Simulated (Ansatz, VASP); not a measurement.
## CaY in VASP and in Ansatz

```
Ca Y
1.0
     1.97666   -2.93324    0.00000
     1.97666    2.93324    0.00000
    -0.03021    0.00000    6.17613
Ca Y
1 1
Direct
  0.00000 0.00000 0.00000
  0.50000 0.50000 0.50000
```

Alike in both runs: task single point; functional LDA; k mesh 9 × 9 × 5; occupations fermi-dirac, width 0.1 eV; no spin polarisation.

|  | VASP | Ansatz |
| --- | --- | --- |
| version | VASP 6.6.1 | Ansatz 0.2.0 |
| potentials or method | VASP PAW LDA potentials, release 64 (Ca_sv, Y_sv) | PAW with Ansatz's default frozen-core files, scalar-relativistic |
| plane-wave cutoff (eV) | 520 | 420 |
| valence electrons in the cell | 21 | 21 |

|  | VASP | Ansatz | Ansatz less VASP |
| --- | --- | --- | --- |
| pressure (GPa) | -2.5 | -2.5 | +0.02 |
| traceless stress, the component that is largest in VASP (GPa) | 0.30 | 0.30 | +0.002 |

LDA's correlation is that of Perdew and Zunger in VASP and of Perdew and Wang (1992) in Ansatz.
